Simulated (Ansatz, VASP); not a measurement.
AlN: VASP beside Ansatz

The input INCAR:

```
SYSTEM = AlN
ALGO = Normal ; EDIFF = 1E-8
ENCUT = 520 ; GGA = PS
ISIF = 2 ; ISMEAR = -1
LASPH = .TRUE. ; LCHARG = .FALSE.
LEFG = .TRUE. ; LREAL = .FALSE.
LWAVE = .FALSE. ; NBANDS = 16
NELM = 100 ; PREC = Accurate
SIGMA = 0.02
```

File KPOINTS:

```
k-points
0
G
  11 11 6
  0 0 0
```

The input POSCAR:

```
AlN
1.0
    3.1100000000      0.0000000000      0.0000000000
   -1.5550000000      2.6933390058      0.0000000000
    0.0000000000      0.0000000000      4.9800000000
Al N
2 2
Direct
    0.6666666667      0.3333333333      0.0000000000
    0.3333333333      0.6666666667      0.5000000000
    0.6666666667      0.3333333333      0.3820000000
    0.3333333333      0.6666666667      0.8820000000
```

Input for Ansatz:

```yaml
crystal:
  lattice:
    - [3.11, 0.0, 0.0]
    - [-1.555, 2.6933390058, 0.0]
    - [0.0, 0.0, 4.98]
  atoms:
    - { symbol: Al, position: [0.6666666667, 0.3333333333, 0.0] }
    - { symbol: Al, position: [0.3333333333, 0.6666666667, 0.5] }
    - { symbol: "N", position: [0.6666666667, 0.3333333333, 0.382] }
    - { symbol: "N", position: [0.3333333333, 0.6666666667, 0.882] }
kpoints:
  mp_grid: { grid: [11, 11, 6] }
scf:
  occupations: { method: fermi_dirac, width: 0.02 }
hamiltonian:
  xc: pbesol
  pseudopotentials: { kind: paw }
output:
  forces: true
  stress: true
  populations: true
  efg:
    quadrupole_moments_barn: { Al: 0.1466, "N": 0.02044 }
    contact_densities: true
  write_density: true
  write_potential: true
  elf: true
  volumetric_format: npy
```

Alike in both runs: task electric field gradients; functional PBEsol; k mesh 11 × 11 × 6; occupations fermi-dirac, width 0.02 eV; no spin polarisation.

|  | VASP | Ansatz |
| --- | --- | --- |
| version | VASP 6.6.1 | Ansatz 0.2.0 |
| potentials or method | VASP PAW PBE potentials, release 64 (Al, N) | plane-wave PAW, scalar-relativistic |
| plane-wave cutoff (eV) | 520 | 420 |
| valence electrons in the cell | 16 | 16 |

|  | VASP | Ansatz | Ansatz less VASP |
| --- | --- | --- | --- |
| gap on the k mesh at the Fermi level (eV) | 4.14 | 4.12 | -0.017 |
| pressure (GPa) | 0.6 | 0.6 | +0.02 |
| traceless stress, the component that is largest in VASP (GPa) | -0.17 | -0.17 | -0.005 |
| rms of the force components (eV/Å) | 0.003 | 0.003 | +0.0001 |
| size of Vzz on the site where it differs most (V/Å²) | 0.2 | 0.0 | -0.18 |

VASP's potentials were made for PBE, not for PBEsol. Atom by atom the forces differ by 0.000 eV/Å (rms over components).
